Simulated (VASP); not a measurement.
# Ni3Ge (Pm-3m) in VASP: notebook

Runs on Ni3Ge. Level: r2SCAN. Tasks: single point.

All numbers are computed with VASP 6.6.1; they aren't measurements. Logs are shortened: lines on timing, memory, paths and dates and some standing lists are left out, and cuts for length are marked.

## (1) The cell of the first run

Symmetry: Pm-3m, No. 221, cubic system. The conventional cell has a = 3.326 Å, b = 3.326 Å, c = 3.326 Å, α = 90.00°, β = 90.00°, γ = 90.00°. Within 3.1 Å of Ni (site symmetry 4/mmm) lie 8 Ni at 2.35 Å and 4 Ge at 2.35 Å. Ge (site symmetry m-3m) has 12 Ni at 2.35 Å within 3.1 Å.

## (2) Single point, r2SCAN

File POSCAR:

```
Ni3Ge
1.0
    3.3261241049      0.0000000000      0.0000000000
    0.0000000000      3.3261241049      0.0000000000
    0.0000000000      0.0000000000      3.3261241049
Ni Ge
3 1
Direct
    0.5000000000      0.0000000000      0.5000000000
    0.0000000000      0.5000000000      0.5000000000
    0.5000000000      0.5000000000      0.0000000000
    0.0000000000      0.0000000000      0.0000000000
```

File INCAR.step1:

```
  PREC = Accurate
  ENCUT = 520
  ISMEAR = 0
  SIGMA = 0.1
  LREAL = F
  LASPH = T
  NELM = 60
  NBANDS = 30
  GGA = PE
  ALGO = Normal
  EDIFF = 1E-4
  LWAVE = T
  LCHARG = F
```

File INCAR.step2:

```
  PREC = Accurate
  ENCUT = 520
  EDIFF = 1E-6
  ISMEAR = 0
  SIGMA = 0.1
  LREAL = F
  LASPH = T
  NELM = 60
  ALGO = Normal
  ISIF = 2
  LWAVE = F
  LCHARG = F
  METAGGA = R2SCAN
  LMIXTAU = T
  NBANDS = 30
  ISTART = 1
```

File KPOINTS:

```
regular mesh
0
Gamma
  12 12 12
```

Potentials or basis: VASP PAW PBE potentials, release 64 (Ni, Ge_d).

Launch:

```
cat potpaw_PBE.64/Ni/POTCAR potpaw_PBE.64/Ge_d/POTCAR > POTCAR
cp INCAR.step1 INCAR
mpirun -np 1 vasp_std > vasp.out
cp INCAR.step2 INCAR
mpirun -np 1 vasp_std > vasp.out
```

OUTCAR:

```text
PREC = Accurate
   ENCUT = 520
   EDIFF = 1E-6
   ISMEAR = 0
   LREAL = F
   LASPH = T
   NELM = 60
   ISIF = 2
   METAGGA = R2SCAN
   ISTART = 1

 ion  position               nearest neighbor table
   1  0.500  0.000  0.500-   2 2.35   3 2.35   4 2.35   3 2.35   4 2.35   2 2.35   3 2.35   3 2.35
                             2 2.35   4 2.35   4 2.35   2 2.35
   2  0.000  0.500  0.500-   1 2.35   3 2.35   4 2.35   3 2.35   4 2.35   1 2.35   4 2.35   4 2.35
                             1 2.35   3 2.35   3 2.35   1 2.35
   3  0.500  0.500  0.000-   1 2.35   2 2.35   4 2.35   1 2.35   2 2.35   1 2.35   4 2.35   1 2.35
                             2 2.35   4 2.35   2 2.35   4 2.35
   4  0.000  0.000  0.000-   1 2.35   2 2.35   3 2.35   1 2.35   2 2.35   2 2.35   3 2.35   2 2.35
                             1 2.35   3 2.35   1 2.35   3 2.35

  LATTYP: Found a simple cubic cell.
 ALAT       =     3.3261241049

  Lattice vectors:

 A1 = (   3.3261241049,   0.0000000000,   0.0000000000)
 A2 = (   0.0000000000,   3.3261241049,   0.0000000000)
 A3 = (   0.0000000000,   0.0000000000,   3.3261241049)

Analysis of symmetry for initial positions (statically):
=====================================================================
 Subroutine PRICEL returns:
 Original cell was already a primitive cell.

 Routine SETGRP: Setting up the symmetry group for a
 simple cubic supercell.

 Subroutine GETGRP returns: Found 48 space group operations
 (whereof 48 operations were pure point group operations)
 out of a pool of 48 trial point group operations.

The static configuration has the point symmetry O_h .

Analysis of symmetry for dynamics (positions and initial velocities):
=====================================================================
 Subroutine PRICEL returns:
 Original cell was already a primitive cell.

 Routine SETGRP: Setting up the symmetry group for a
 simple cubic supercell.

 Subroutine GETGRP returns: Found 48 space group operations
 (whereof 48 operations were pure point group operations)
 out of a pool of 48 trial point group operations.

The dynamic configuration has the point symmetry O_h .

 Subroutine INISYM returns: Found 48 space group operations
 (whereof 48 operations are pure point group operations),
 and found     1 'primitive' translations

----------------------------------------------------------------------------------------

                                     Primitive cell

  volume of cell :      36.7972

  direct lattice vectors                    reciprocal lattice vectors
     3.326124105  0.000000000  0.000000000     0.300650237  0.000000000  0.000000000
     0.000000000  3.326124105  0.000000000     0.000000000  0.300650237  0.000000000
     0.000000000  0.000000000  3.326124105     0.000000000  0.000000000  0.300650237

  length of vectors
     3.326124105  3.326124105  3.326124105     0.300650237  0.300650237  0.300650237

  position of ions in fractional coordinates (direct lattice)
     0.500000000  0.000000000  0.500000000
     0.000000000  0.500000000  0.500000000
     0.500000000  0.500000000  0.000000000
     0.000000000  0.000000000  0.000000000

  ion indices of the primitive-cell ions
   primitive index   ion index
                 1           1
                 2           2
                 3           3
                 4           4

----------------------------------------------------------------------------------------

 KPOINTS: regular mesh

Automatic generation of k-mesh.
 Grid dimensions read from file:
 generate k-points for:   12   12   12

 Generating k-lattice:

  Cartesian coordinates                     Fractional coordinates (reciprocal lattice)
     0.025054186  0.000000000  0.000000000     0.083333333  0.000000000  0.000000000
     0.000000000  0.025054186  0.000000000     0.000000000  0.083333333  0.000000000
     0.000000000  0.000000000  0.025054186     0.000000000  0.000000000  0.083333333

  Length of vectors
     0.025054186  0.025054186  0.025054186

  Shift w.r.t. Gamma in fractional coordinates (k-lattice)
     0.000000000  0.000000000  0.000000000

 Subroutine IBZKPT returns following result:
 ===========================================

 Found     84 irreducible k-points:

 Following reciprocal coordinates:
            Coordinates               Weight
  0.000000  0.000000  0.000000      1.000000
  0.083333  0.000000  0.000000      6.000000
  0.166667  0.000000  0.000000      6.000000
  0.250000  0.000000  0.000000      6.000000
  0.333333  0.000000  0.000000      6.000000
  0.416667  0.000000  0.000000      6.000000
[... 16 lines left out ...]
  0.333333  0.333333  0.000000     12.000000
  0.416667  0.333333  0.000000     24.000000
 [... further k-points ...]
   k-points           NKPTS =     84   k-points in BZ     NKDIM =     84   number of bands    NBANDS=     30
   number of dos      NEDOS =    301   number of ions     NIONS =      4
   total plane-waves  NPLWV =  21952
   dimension x,y,z NGX =    28 NGY =   28 NGZ =   28
   dimension x,y,z NGXF=    56 NGYF=   56 NGZF=   56
   ions per type =               3   1
   NGX,Y,Z   is equivalent  to a cutoff of  13.99, 13.99, 13.99 a.u.
   NGXF,Y,Z  is equivalent  to a cutoff of  27.99, 27.99, 27.99 a.u.
 SYSTEM =  unknown system
   PREC   = accura    normal or accurate (medium, high low for compatibility)
   ISTART =      1    job   : 0-new  1-cont  2-samecut
   ICHARG =      0    charge: 1-file 2-atom 10-const
   ISPIN  =      1    spin polarized calculation?
   LNONCOLLINEAR =      F non collinear calculations
   LSORBIT =      F    spin-orbit coupling
   LASPH  =      T    aspherical Exc in radial PAW
   ENCUT  =  520.0 eV  38.22 Ry    6.18 a.u.   6.18  6.18  6.18*2*pi/ulx,y,z
   NELM   =     60;   NELMIN=  2; NELMDL=  0     # of ELM steps
   EDIFF  = 0.1E-05   stopping-criterion for ELM
   LREAL  =      F    real-space projection
   EDIFFG = 0.1E-04   stopping-criterion for IOM
   NSW    =      0    number of steps for IOM
   IBRION =     -1    ionic relax: 0-MD 1-quasi-New 2-CG
   NFREE  =      0    steps in history (QN), initial steepest desc. (CG)
   ISIF   =      2    stress and relaxation
   ISYM   =      2    0-nonsym 1-usesym 2-fastsym
   POTIM  = 0.5000    time-step for ionic-motion
   TEBEG  =    0.0;   TEEND  =   0.0 temperature during run
   PSTRESS=    0.0 pullay stress
   NELECT =      44.0000    total number of electrons
   NUPDOWN=      -1.0000    fix difference up-down
   EMIN   =  10.00;   EMAX   =-10.00  energy-range for DOS
   EFERMI =   0.00;   METHOD = LEGACY
   ISMEAR =     0;   SIGMA  =   0.10  broadening in eV -4-tet -1-fermi 0-gaus
   EFERMI_NEDOS =   21; number of points for ismear=-14 and -15
   IALGO  =     38    algorithm
   IMIX   =      4    mixing-type and parameters
     AMIX     =   0.40;   BMIX     =  1.00
     AMIX_MAG =   1.60;   BMIX_MAG =  1.00
  volume/ion in A,a.u.               =       9.20        62.08
  Fermi-wavevector in a.u.,A,eV,Ry     =   1.737617  3.283619 41.080223  3.019311
  Thomas-Fermi vector in A             =   2.810806
   LORBIT       =      0    0 simple, 1 ext, 2 COOP (PROOUT), +10 PAW based schemes
   METAGGA = R2SCAN    functional components
   LHFCALC =     F    Hartree Fock is set to
   AEXX    =    0.0000 exact exchange contribution
   IVDW    =     0    specifies the selected vdW correction
   LEPSILON=     F    determine dielectric tensor
   LRPA    =     F    only Hartree local field effects (RPA)
 non-spin polarized calculation
 Gauss-broadening in eV      SIGMA  =   0.10
  energy-cutoff  :      520.00
  volume of cell :       36.80
 maximum number of plane-waves:      1021
 NGX is ok and might be reduce to    28
   NGX = 13   NGY = 13   NGZ = 13

 number of electron      43.9999997 magnetization

 Free energy of the ion-electron system (eV)
  ---------------------------------------------------
  ext. energy  EPLUGINS =         0.00000000
  ---------------------------------------------------
  free energy    TOTEN  =       -49.59181760 eV

  energy without entropy =      -49.58232383  energy(sigma->0) =      -49.58707072

 E-fermi :  13.0921     XC(G=0): -16.0401

 val. band max:       13.0723746848   @ k =   0.0833   0.0833   0.0833
 cond. band min:      13.0937138085   @ k =   0.4167   0.4167   0.3333
 fundamental gap:      0.0213391237
 Fermi energy:        13.0920931844

 k-point     1 :       0.0000    0.0000    0.0000
  band No.  band energies     occupation
      1     -12.5894      2.00000
      2     -12.5894      2.00000
      3     -12.5577      2.00000
      4     -12.5577      2.00000
      5     -12.5577      2.00000
      6      -1.6591      2.00000
[... 22 lines left out ...]
     29      25.6926      0.00000
     30      25.6926      0.00000

 k-point     2 :       0.0833    0.0000    0.0000
  band No.  band energies     occupation
      1     -12.5886      2.00000
      2     -12.5856      2.00000
      3     -12.5575      2.00000
      4     -12.5574      2.00000
      5     -12.5574      2.00000
      6      -1.5624      2.00000
[... 22 lines left out ...]
     29      25.4729      0.00000
     30      25.4729      0.00000

 k-point     3 :       0.1667    0.0000    0.0000
  band No.  band energies     occupation
      1     -12.5864      2.00000
      2     -12.5753      2.00000
      3     -12.5569      2.00000
      4     -12.5568      2.00000
      5     -12.5568      2.00000
      6      -1.2762      2.00000
[... 22 lines left out ...]
     29      24.6151      0.00000
     30      24.8207      0.00000

 k-point     4 :       0.2500    0.0000    0.0000
  band No.  band energies     occupation
      1     -12.5835      2.00000
      2     -12.5612      2.00000
      3     -12.5561      2.00000
      4     -12.5560      2.00000
      5     -12.5560      2.00000
      6      -0.8154      2.00000
[... 22 lines left out ...]
     29      23.2810      0.00000
     30      25.4152      0.00000

 k-point     5 :       0.3333    0.0000    0.0000
  band No.  band energies     occupation
      1     -12.5805      2.00000
      2     -12.5552      2.00000
      3     -12.5551      2.00000
      4     -12.5551      2.00000
      5     -12.5471      2.00000
      6      -0.2177      2.00000
[... 22 lines left out ...]
     29      22.7612      0.00000
     30      26.4250      0.00000
[... 526 lines left out ...]
     29      25.6562      0.00000
     30      25.9259      0.00000

 k-point    22 :       0.5000    0.2500    0.0000
  band No.  band energies     occupation
      1     -12.5680      2.00000
      2     -12.5623      2.00000
      3     -12.5538      2.00000
      4     -12.5537      2.00000
      5     -12.5201      2.00000
      6       1.3658      2.00000
[... 22 lines left out ...]
     29      25.7503      0.00000
     30      26.2459      0.00000

 k-point    23 :       0.3333    0.3333    0.0000
  band No.  band energies     occupation
      1     -12.5710      2.00000
      2     -12.5596      2.00000
      3     -12.5543      2.00000
      4     -12.5535      2.00000
      5     -12.5225      2.00000
      6       1.0382      2.00000
[... 22 lines left out ...]
     29      25.1757      0.00000
     30      26.1398      0.00000

 k-point    24 :       0.4167    0.3333    0.0000
  band No.  band energies     occupation
      1     -12.5738      2.00000
      2     -12.5579      2.00000
      3     -12.5538      2.00000
      4     -12.5534      2.00000
      5     -12.5142      2.00000
      6       1.5481      2.00000
[... 22 lines left out ...]
     29      25.0316      0.00000
     30      26.4785      0.00000

 [... further k-points ...]

------------------------ aborting loop because EDIFF is reached ----------------------------------------

  FORCE on cell =-STRESS in cart. coord.  units (eV):
  Direction    XX          YY          ZZ          XY          YZ          ZX
  --------------------------------------------------------------------------------------
  -------------------------------------------------------------------------------------
  Total       13.8154101     13.8154101     13.8154101     -0.0000000     -0.0000000      0.0000000
  in kB      601.5323865    601.5323865    601.5323865     -0.0000000     -0.0000000      0.0000000
  external PRESSURE =     601.5323865 kB  Pullay stress =       0.0000000 kB

 VOLUME and BASIS-vectors are now :
 -----------------------------------------------------------------------------
  energy-cutoff  :      520.00
  volume of cell :       36.80
      direct lattice vectors                 reciprocal lattice vectors
     3.326124105  0.000000000  0.000000000     0.300650237  0.000000000  0.000000000
     0.000000000  3.326124105  0.000000000     0.000000000  0.300650237  0.000000000
     0.000000000  0.000000000  3.326124105     0.000000000  0.000000000  0.300650237

 POSITION                                       TOTAL-FORCE (eV/Angst)
 -----------------------------------------------------------------------------------
      1.66306      0.00000      1.66306         0.000000      0.000000      0.000000
      0.00000      1.66306      1.66306         0.000000      0.000000      0.000000
      1.66306      1.66306      0.00000         0.000000      0.000000      0.000000
      0.00000      0.00000      0.00000         0.000000      0.000000      0.000000
 -----------------------------------------------------------------------------------
    total drift:                                0.000000      0.000000      0.000000

  FREE ENERGIE OF THE ION-ELECTRON SYSTEM (eV)
  ---------------------------------------------------
  free  energy   TOTEN  =       -49.5918175969 eV

  energy  without entropy=      -49.5823238338  energy(sigma->0) =      -49.58707072
```

Run time: 2.8 min. Hardware: 1 thread of Intel Xeon 6975P-C (Granite Rapids), shared host; peak memory 0.22 GiB.

What came out:

| Property | Result |
| --- | --- |
| Free energy | -49.5918 eV |
| Pressure | 60.2 GPa |
| Band gap on the k mesh | zero (bands 22 and 23 overlap by 0.34 eV) |

Caveat: the cell stands under pressure; the PAW data sets were made with another functional, which shifts forces and pressure a little.

## (3) Single point, r2SCAN

This run uses another cell than the first one, of 9.90 Å³/atom.

File POSCAR:

```
Ni3Ge
1.0
    3.4081223826      0.0000000000      0.0000000000
    0.0000000000      3.4081223826      0.0000000000
    0.0000000000      0.0000000000      3.4081223826
Ni Ge
3 1
Direct
    0.5000000000      0.0000000000      0.5000000000
    0.0000000000      0.5000000000      0.5000000000
    0.5000000000      0.5000000000      0.0000000000
    0.0000000000      0.0000000000      0.0000000000
```

File INCAR.step1:

```
PREC = Accurate
ENCUT = 520
ISMEAR = 0
SIGMA = 0.1
LREAL = F
LASPH = T
NELM = 100
NBANDS = 30
GGA = PE
ALGO = Normal
EDIFF = 1E-4
LWAVE = T
LCHARG = F
```

File INCAR.step2:

```
PREC = Accurate
ENCUT = 520
EDIFF = 1E-7
ISMEAR = 0
SIGMA = 0.1
LREAL = F
LASPH = T
NELM = 100
ALGO = Normal
ISIF = 2
LWAVE = F
LCHARG = T
METAGGA = R2SCAN
LMIXTAU = T
LELF = T
LVHAR = T
NBANDS = 30
ISTART = 1
```

File KPOINTS:

```
Automatic mesh
0
Gamma
  12 12 12
```

Potentials or basis: VASP PAW PBE potentials, release 64 (Ni, Ge_d).

Launch:

```
cat potpaw_PBE.64/Ni/POTCAR potpaw_PBE.64/Ge_d/POTCAR > POTCAR
cp INCAR.step1 INCAR
mpirun -np 1 vasp_std > vasp.out
cp INCAR.step2 INCAR
mpirun -np 1 vasp_std > vasp.out
```

Run time: 2.9 min. Hardware: 1 thread of Intel Xeon 6975P-C (Granite Rapids), shared host; peak memory 0.22 GiB.

The run converged. Its results:

```yaml
Free_energy: -50.3629 eV
Pressure: 30.2 GPa
Band_gap_on_the_k_mesh: zero (bands 22 and 23 overlap by 0.30 eV)
```

Levels at points of the mesh, in eV from the Fermi level:
```csv
k point,band 19,band 20,band 21,band 22,band 23,band 24,band 25,band 26
"(0.00, 0.00, 0.00)",-0.80,-0.80,-0.40,0.05,0.05,0.05,5.32,7.80
"(0.50, 0.00, 0.00)",-1.55,-1.42,-0.74,0.05,4.17,4.17,6.09,6.41
"(0.50, 0.50, 0.00)",-1.48,-1.35,-1.12,-1.10,0.73,0.73,6.61,7.58
"(0.50, 0.50, 0.50)",-1.42,-1.42,-0.80,-0.25,-0.25,-0.25,1.21,5.01
```

Caveat: the cell stands under pressure; the PAW data sets were made with another functional, which shifts forces and pressure a little. Spin polarisation is off, so any magnetic state and its effect on volume and gap are missing.

## (4) Single point, r2SCAN

This run uses another cell than the first one, of 10.38 Å³/atom.

File POSCAR:

```
Ni3Ge
1.0
    3.4622811193      0.0000000000      0.0000000000
    0.0000000000      3.4622811193      0.0000000000
    0.0000000000      0.0000000000      3.4622811193
Ni Ge
3 1
Direct
    0.5000000000      0.0000000000      0.5000000000
    0.0000000000      0.5000000000      0.5000000000
    0.5000000000      0.5000000000      0.0000000000
    0.0000000000      0.0000000000      0.0000000000
```

File INCAR.step1:

```
SYSTEM = Ni3Ge
  ALGO = Normal
  EDIFF = 1E-4
  ENCUT = 520
  GGA = PE
  ISMEAR = 0
  LASPH = .TRUE.
  LCHARG = .FALSE.
  LREAL = .FALSE.
  LWAVE = .TRUE.
  NBANDS = 30
  NELM = 100
  PREC = Accurate
  SIGMA = 0.1
```

File INCAR.step2:

```
SYSTEM = Ni3Ge
  ALGO = Normal
  EDIFF = 1E-6
  ENCUT = 520
  ISIF = 2
  ISMEAR = 0
  ISTART = 1
  LASPH = .TRUE.
  LCHARG = .TRUE.
  LELF = .TRUE.
  LMIXTAU = .TRUE.
  LREAL = .FALSE.
  LVHAR = .TRUE.
  LWAVE = .FALSE.
  METAGGA = R2SCAN
  NBANDS = 30
  NELM = 100
  PREC = Accurate
  SIGMA = 0.1
```

File KPOINTS:

```
k-points
0
G
  12 12 12
  0 0 0
```

Launch:

```
cat potpaw_PBE.64/Ni/POTCAR potpaw_PBE.64/Ge_d/POTCAR > POTCAR
cp INCAR.step1 INCAR
mpirun -np 1 vasp_std > vasp.out
cp INCAR.step2 INCAR
mpirun -np 1 vasp_std > vasp.out
```

Wall time 2.5 min (1 thread of Intel Xeon 6975P-C (Granite Rapids), shared host); peak memory 0.23 GiB.

It converged, with:

```
Free energy            : -50.6321 eV
Pressure               : 15.3 GPa
Band gap on the k mesh : zero (bands 22 and 23 overlap by 0.29 eV)
```

Levels at points of the mesh, in eV from the Fermi level:
```csv
k point,band 18,band 19,band 20,band 21,band 22,band 23,band 24,band 25,band 26,band 27
"(0.00, 0.00, 0.00)",-1.14,-0.75,-0.75,-0.38,0.05,0.05,0.05,4.85,7.51,7.51
"(0.50, 0.00, 0.00)",-1.45,-1.45,-1.33,-0.70,0.05,3.97,3.97,5.67,6.23,6.23
"(0.50, 0.50, 0.00)",-1.65,-1.40,-1.26,-1.05,-1.02,0.68,0.68,6.29,7.28,9.34
"(0.50, 0.50, 0.50)",-1.58,-1.33,-1.33,-0.69,-0.24,-0.24,-0.24,1.01,4.75,4.75
```

Caveat: the cell stands under pressure; the PAW data sets were made with another functional, which shifts forces and pressure a little. Spin polarisation is off, so any magnetic state and its effect on volume and gap are missing.

(Continued in part 2 of 2.)

The gap in the log of VASP goes by the Fermi energy; the results here count the filled bands.